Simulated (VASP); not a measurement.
Set up this calculation in VASP 6.6.1, as the native input.

* Task: single point
* Functional: PBE
* Potentials or basis: VASP PAW PBE potentials, release 64 (Ag)
* Cutoff: 520 eV
* k mesh: 11 × 11 × 11
* Occupations: fermi-dirac, width 0.05 eV
* Spin: no spin polarisation
* Dipole correction: no
* Further INCAR settings: ALGO = Normal; EDIFF = 1e-06; NBANDS = 12

The structure of Ag lies in POSCAR:

```
Ag
1.0
    0.0000000000      2.0723172865      2.0723172865
    2.0723172865      0.0000000000      2.0723172865
    2.0723172865      2.0723172865      0.0000000000
Ag
1
Direct
    0.0000000000      0.0000000000      0.0000000000
```

These files were run (other wordings do the same):

INCAR

```
SYSTEM = Ag
ALGO     = Normal         ! electronic algorithm
EDIFF    = 1E-6           ! SCF threshold, eV
ENCUT    = 520            ! plane-wave cutoff, eV
GGA      = PE             ! functional
ISIF     = 2              ! what is computed and relaxed
ISMEAR   = -1             ! smearing method
LASPH    = .True.         ! aspherical terms in the spheres
LCHARG   = .False.        ! write CHGCAR
LREAL    = .False.        ! projectors in reciprocal space
LWAVE    = .False.        ! write WAVECAR
NBANDS   = 12             ! bands
NELM     = 80             ! most SCF steps
PREC     = Accurate       ! precision mode
SIGMA    = 0.05           ! smearing width, eV
```

KPOINTS

```
k-points
0
Gamma
  11 11 11
  0 0 0
```

Potentials or basis: VASP PAW PBE potentials, release 64 (Ag).

Run with:

```sh
$ cat potpaw_PBE.64/Ag/POTCAR > POTCAR
$ mpirun -np 1 vasp_std > vasp.out
```

It gave:

```
Pressure : -0.1 GPa
```

Wall time 5.8 s on 1 thread of Intel(R) Xeon(R) Platinum 8488C (Sapphire Rapids) (shared host), peak memory 0.14 GiB.
